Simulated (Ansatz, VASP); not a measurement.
## One calculation of Hf, two programs

INCAR

```
SYSTEM = Hf
PREC = Accurate
ENCUT = 520
EDIFF = 1E-7
ISMEAR = -1
SIGMA = 0.08
LREAL = .False.
LASPH = .True.
NELM = 60
ALGO = Normal
ISIF = 2
LWAVE = .False.
LCHARG = .True.
GGA = PS
LELF = .True.
LVHAR = .True.
NBANDS = 17
```

Contents of KPOINTS:

```
regular mesh
0
Gamma
  14 14 8
  0 0 0
```

File POSCAR:

```
Hf
1.0
    2.9131026754      0.0000000000      0.0000000000
   -1.4565513377      2.5228209207      0.0000000000
    0.0000000000      0.0000000000      4.7044968894
Hf
2
Direct
    0.3333333333      0.6666666667      0.2500000000
    0.6666666667      0.3333333333      0.7500000000
```

Input for Ansatz:

```yaml
crystal:
  lattice:
    - [2.9131026754, 0.0, 0.0]
    - [-1.4565513377, 2.5228209207, 0.0]
    - [0.0, 0.0, 4.7044968894]
  atoms:
    - { symbol: Hf, position: [0.3333333333, 0.6666666667, 0.25] }
    - { symbol: Hf, position: [0.6666666667, 0.3333333333, 0.75] }
kpoints:
  mp_grid: { grid: [14, 14, 8] }
scf:
  occupations: { method: fermi_dirac, width: 0.08 }
hamiltonian:
  xc: pbesol
  pseudopotentials: { kind: all_electron, lapw: { basis_error: 0.001 } }
output:
  forces: true
  stress: true
  eigenvalues: true
  populations: true
```

Change from the starting cell: volume scaled by 0.8, LAPW.

Alike in both runs: task single point; functional PBEsol; k mesh 14 × 14 × 8; occupations fermi-dirac, width 0.08 eV; no spin polarisation.

|  | VASP | Ansatz |
| --- | --- | --- |
| version | VASP 6.6.1 | Ansatz 0.2.0 |
| potentials or method | VASP PAW PBE potentials, release 64 (Hf_pv), cutoff 520 eV | all-electron LAPW, scalar-relativistic |

VASP gave:

* pressure (GPa): 36.1
* traceless stress, the component that is largest in VASP (GPa): -0.20

**Question.** Estimate Ansatz's values.

**Answer.** Pressure (GPa): 36.6; traceless stress, the component that is largest in VASP (GPa): -0.05.

VASP's potentials were made for PBE, not for PBEsol. Both programs put the cell under a high pressure, so it lies far from rest at this level. Ansatz ran all-electron here, and VASP with PAW potentials.

Neither program's run includes spin-orbit coupling.
